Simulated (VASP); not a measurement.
# NaCl (P6_3/mmc) in VASP: vibrations by perturbation theory with PBEsol

Aim: the vibrations by perturbation theory of NaCl with PBEsol.

Everything below comes from runs of VASP 6.6.1. Logs are shortened: lines on timing, memory, paths and dates and some standing lists are left out, and cuts for length are marked.

**1. The cell of the first run**

The structure is hexagonal, space group P6_3/mmc (No. 194). Conventional cell: a = 4.722 Å, b = 4.722 Å, c = 5.560 Å, α = 90.00°, β = 90.00°, γ = 120.00°. Na (site symmetry -6m2) has 5 Cl at 2.73 to 2.78 Å within 3.6 Å. Cl (site symmetry -6m2) has 5 Na at 2.73 to 2.78 Å within 3.6 Å.

**2. Vibrations by perturbation theory, PBEsol**

Input file INCAR:

```
SYSTEM = NaCl
PREC = Accurate
ENCUT = 520
EDIFF = 1E-8
ISMEAR = 0
SIGMA = 0.01
LREAL = .FALSE.
LASPH = .TRUE.
NELM = 100
ALGO = Normal
ISIF = 2
LWAVE = .FALSE.
LCHARG = .FALSE.
GGA = PS
IBRION = 8
NSW = 1
LEPSILON = .TRUE.
```

Input file KPOINTS:

```
regular mesh
0
G
  6 6 4
  0 0 0
```

Input file POSCAR:

```
NaCl
1.0
    4.7220241222      0.0000000000      0.0000000000
   -2.3610120611      4.0893928471      0.0000000000
    0.0000000000      0.0000000000      5.5596156669
Na Cl
2 2
Direct
    0.3333333333      0.6666666667      0.2500000000
    0.6666666667      0.3333333333      0.7500000000
    0.6666666667      0.3333333333      0.2500000000
    0.3333333333      0.6666666667      0.7500000000
```

Potentials or basis: VASP PAW PBE potentials, release 64 (Na_pv, Cl).

Command:

```console
> cat potpaw_PBE.64/Na_pv/POTCAR potpaw_PBE.64/Cl/POTCAR > POTCAR
> mpirun -np 1 vasp_std > vasp.out
```

OUTCAR:

```text
SYSTEM = NaCl
   PREC = Accurate
   ENCUT = 520
   EDIFF = 1E-8
   ISMEAR = 0
   LREAL = .FALSE.
   LASPH = .TRUE.
   NELM = 100
   ISIF = 2
   GGA = PS
   IBRION = 8
   NSW = 1
   LEPSILON = .TRUE.

 ion  position               nearest neighbor table
   1  0.333  0.667  0.250-   3 2.73   3 2.73   3 2.73
   2  0.667  0.333  0.750-   4 2.73   4 2.73   4 2.73
   3  0.667  0.333  0.250-   1 2.73   1 2.73   1 2.73
   4  0.333  0.667  0.750-   2 2.73   2 2.73   2 2.73

  LATTYP: Found a hexagonal cell.
 ALAT       =     4.7220241222
 C/A-ratio  =     1.1773797683

  Lattice vectors:

 A1 = (   4.7220241222,   0.0000000000,   0.0000000000)
 A2 = (  -2.3610120611,   4.0893928471,   0.0000000000)
 A3 = (   0.0000000000,   0.0000000000,   5.5596156669)

Analysis of symmetry for initial positions (statically):
=====================================================================
 Subroutine PRICEL returns:
 Original cell was already a primitive cell.

 Routine SETGRP: Setting up the symmetry group for a
 hexagonal supercell.

 Subroutine GETGRP returns: Found 24 space group operations
 (whereof 12 operations were pure point group operations)
 out of a pool of 24 trial point group operations.

The static configuration has the point symmetry D_3d.
 The point group associated with its full space group is D_6h.

Analysis of symmetry for dynamics (positions and initial velocities):
=====================================================================
 Subroutine PRICEL returns:
 Original cell was already a primitive cell.

 Routine SETGRP: Setting up the symmetry group for a
 hexagonal supercell.

 Subroutine GETGRP returns: Found 24 space group operations
 (whereof 12 operations were pure point group operations)
 out of a pool of 24 trial point group operations.

The dynamic configuration has the point symmetry D_3d.
 The point group associated with its full space group is D_6h.

 Subroutine INISYM returns: Found 24 space group operations
 (whereof 12 operations are pure point group operations),
 and found     1 'primitive' translations

----------------------------------------------------------------------------------------

                                     Primitive cell

  volume of cell :     107.3574

  direct lattice vectors                    reciprocal lattice vectors
     4.722024122  0.000000000  0.000000000     0.211773590  0.122267539  0.000000000
    -2.361012061  4.089392847  0.000000000     0.000000000  0.244535078  0.000000000
     0.000000000  0.000000000  5.559615667     0.000000000  0.000000000  0.179868548

  length of vectors
     4.722024122  4.722024122  5.559615667     0.244535078  0.244535078  0.179868548

  position of ions in fractional coordinates (direct lattice)
     0.333333333  0.666666667  0.250000000
     0.666666667  0.333333333  0.750000000
     0.666666667  0.333333333  0.250000000
     0.333333333  0.666666667  0.750000000

  ion indices of the primitive-cell ions
   primitive index   ion index
                 1           1
                 2           2
                 3           3
[... 624 lines left out ...]
     0.00007  0.00000  0.00000
     0.00000  0.00007 -0.00000
     0.00000  0.00000 -0.00020

[... ionic steps 4 to 9 ...]

--------------------------------------- Ionic step       10  -------------------------------------------

------------------------ aborting loop because EDIFF is reached ----------------------------------------

[... ionic steps 11 to 11 ...]

--------------------------------------- Ionic step       12  -------------------------------------------

 Free energy of the ion-electron system (eV)
  ---------------------------------------------------
  ---------------------------------------------------
  free energy    TOTEN  =        -0.20757119 eV

  energy without entropy =       -0.20757119

------------------------ aborting loop because EDIFF is reached ----------------------------------------

 INTERNAL STRAIN TENSOR  FOR ION    3  DIRECTION 3   (eV/Angst):
 -----------------------------------------------------------------------------
     0.00190  0.00000  0.00000
    -0.00000  0.00190 -0.00000
     0.00000  0.00000 -0.00187

 MACROSCOPIC STATIC DIELECTRIC TENSOR (including local field effects in DFT)
 ------------------------------------------------------
           2.196360     0.000000     0.000000
          -0.000000     2.196360     0.000000
           0.000000    -0.000000     2.294909
 ------------------------------------------------------

 PIEZOELECTRIC TENSOR (including local field effects)  for field in x, y, z        (e  Angst)
          XX          YY          ZZ          XY          YZ          ZX
  --------------------------------------------------------------------------------
  x     0.00000     0.00000     0.00000     0.00000     0.00000     0.00000
  y     0.00000     0.00000     0.00000     0.00000     0.00000     0.00000
  z     0.00000     0.00000     0.00000     0.00000     0.00000     0.00000

 PIEZOELECTRIC TENSOR (including local field effects)  for field in x, y, z        (C/m^2)
          XX          YY          ZZ          XY          YZ          ZX
  --------------------------------------------------------------------------------
  x     0.00000     0.00000     0.00000     0.00000     0.00000     0.00000
  y     0.00000     0.00000     0.00000     0.00000     0.00000     0.00000
  z     0.00000     0.00000     0.00000     0.00000     0.00000     0.00000

 BORN EFFECTIVE CHARGES (including local field effects) (in |e|, cummulative output)
 ---------------------------------------------------------------------------------
 ion    1
    1     0.98482     0.00000     0.00000
    2     0.00000     0.98482     0.00000
    3     0.00000     0.00000     1.11323
 ion    2
    1     0.98482     0.00000    -0.00000
    2     0.00000     0.98482     0.00000
    3     0.00000     0.00000     1.11323
 ion    3
    1    -0.98482     0.00000    -0.00000
    2     0.00000    -0.98482     0.00000
    3     0.00000     0.00000    -1.11323
 ion    4
    1    -0.98482     0.00000    -0.00000
    2     0.00000    -0.98482     0.00000
    3    -0.00000     0.00000    -1.11323

 INTERNAL STRAIN TENSOR FOR ION    4 for displacements in x,y,z  (eV/Angst):
          X           Y           Z          XY          YZ          ZX
  --------------------------------------------------------------------------------
  x     0.00000     0.00000     0.00000    -2.76603     0.00000     0.00000
  y    -2.76603     2.76603     0.00000     0.00000     0.00000     0.00000
  z     0.00000     0.00000     0.00000    -0.00000    -0.00000     0.00000

 SECOND DERIVATIVES (NOT SYMMETRIZED)
 ------------------------------------
               1X          1Y          1Z          2X          2Y          2Z          3X          3Y          3Z          4X          4Y          4Z
  1X    -1.972899    0.000000    0.000000    0.125459    0.000000    0.000000    1.662320    0.000000    0.000000    0.185120    0.000000    0.000000
  1Y     0.000000   -1.972899    0.000000    0.000000    0.125459    0.000000    0.000000    1.662320    0.000000    0.000000    0.185120    0.000000
  1Z     0.000000    0.000000   -1.938115    0.000000    0.000000    0.375874   -0.000000    0.000000    0.205714    0.000000    0.000000    1.356526
  2X     0.125459    0.000000    0.000000   -1.972899    0.000000    0.000000    0.185120    0.000000    0.000000    1.662320    0.000000    0.000000
  2Y     0.000000    0.125459    0.000000    0.000000   -1.972899    0.000000    0.000000    0.185120    0.000000    0.000000    1.662320    0.000000
  2Z     0.000000    0.000000    0.375874    0.000000    0.000000   -1.938115    0.000000    0.000000    1.356526   -0.000000    0.000000    0.205714
  3X     1.639040    0.000000    0.000000    0.156083    0.000000    0.000000   -2.121400    0.000000    0.000000    0.326278    0.000000    0.000000
  3Y     0.000000    1.639040    0.000000    0.000000    0.156083    0.000000    0.000000   -2.121400    0.000000    0.000000    0.326278    0.000000
  3Z     0.000000    0.000000    0.196176    0.000000    0.000000    1.351453    0.000000    0.000000   -2.576405    0.000000   -0.000000    1.028777
  4X     0.156083    0.000000    0.000000    1.639040    0.000000    0.000000    0.326278    0.000000    0.000000   -2.121400    0.000000    0.000000
  4Y     0.000000    0.156083    0.000000    0.000000    1.639040    0.000000    0.000000    0.326278    0.000000    0.000000   -2.121400    0.000000
  4Z     0.000000    0.000000    1.351453    0.000000    0.000000    0.196176    0.000000   -0.000000    1.028777    0.000000    0.000000   -2.576405

 Eigenvectors and eigenvalues of the dynamical matrix
 ----------------------------------------------------

   1 f  =    5.881980 THz    36.957568 2PiTHz  196.201722 cm-1    24.325902 meV
             X         Y         Z           dx          dy          dz
     -0.000000  2.726262  1.389904    -0.000000   -0.000000   -0.496780
      2.361012  1.363131  4.169712     0.000000    0.000000    0.496780
      2.361012  1.363131  1.389904     0.000000    0.000000   -0.503199
     -0.000000  2.726262  4.169712    -0.000000   -0.000000    0.503199
[... 71 lines left out ...]
  12 f/i=    0.039577 THz     0.248668 2PiTHz    1.320136 cm-1     0.163676 meV
             X         Y         Z           dx          dy          dz
     -0.000000  2.726262  1.389904    -0.342577   -0.275531   -0.000000
      2.361012  1.363131  4.169712    -0.342577   -0.275531   -0.000000
      2.361012  1.363131  1.389904    -0.431562   -0.347100   -0.000000
     -0.000000  2.726262  4.169712    -0.431562   -0.347100   -0.000000

--------------------------------------------------------------------------------------------------------

 MACROSCOPIC STATIC DIELECTRIC TENSOR IONIC CONTRIBUTION
 ------------------------------------------------------
           1.794972    -0.000000    -0.000000
          -0.000000     1.794972    -0.000000
          -0.000000    -0.000000     2.686699
 ------------------------------------------------------

 ELASTIC MODULI CONTR FROM IONIC RELAXATION (kBar)
 Direction    XX          YY          ZZ          XY          YZ          ZX
 --------------------------------------------------------------------------------
 XX        -100.5976    100.5976     -0.0000      0.0000     -0.0000     -0.0000
 YY         100.5976   -100.5976      0.0000     -0.0000      0.0000      0.0000
 ZZ          -0.0000      0.0000     -0.0000     -0.0000      0.0000     -0.0000
 XY           0.0000     -0.0000     -0.0000   -100.5976      0.0000     -0.0000
 YZ          -0.0000      0.0000      0.0000      0.0000     -0.0000      0.0000
 ZX          -0.0000      0.0000     -0.0000     -0.0000      0.0000     -0.0000
 --------------------------------------------------------------------------------

 PIEZOELECTRIC TENSOR IONIC CONTR  for field in x, y, z        (C/m^2)
          XX          YY          ZZ          XY          YZ          ZX
  --------------------------------------------------------------------------------
  x    -0.00000     0.00000     0.00000     0.00000    -0.00000     0.00000
  y    -0.00000     0.00000     0.00000     0.00000    -0.00000     0.00000
  z    -0.00000     0.00000     0.00000    -0.00000     0.00000     0.00000
```

Run time: 7.3 min. Hardware: 1 thread of Intel Xeon 6975P-C (Granite Rapids), shared host; peak memory 0.46 GiB.

What came out:

| Item | Value |
| --- | --- |
| Electronic dielectric tensor (diagonal) | 2.20, 2.20, 2.29 |
| Born charges (mean of the diagonal) | Na +1.03; Cl -1.03 e |
| Highest phonon frequency at Γ, LO-TO splitting left out | 196 cm⁻¹ |

Phonon frequencies in cm⁻¹ (negative: imaginary):
```
              q point                                frequencies
(0.000, 0.000, 0.000)  -1 -1 0 86 86 129 174 189 189 190 190 196
```

Electronic dielectric tensor:
```
2.20 0.00 0.00
0.00 2.20 0.00
0.00 0.00 2.29
```

Born effective charge tensors (e):
atom 1, Na
```
0.98 0.00 0.00
0.00 0.98 0.00
0.00 0.00 1.11
```
atom 2, Na
```
0.98 0.00 0.00
0.00 0.98 0.00
0.00 0.00 1.11
```
atom 3, Cl
```
-0.98  0.00  0.00
 0.00 -0.98  0.00
 0.00  0.00 -1.11
```
atom 4, Cl
```
-0.98  0.00  0.00
 0.00 -0.98  0.00
 0.00  0.00 -1.11
```
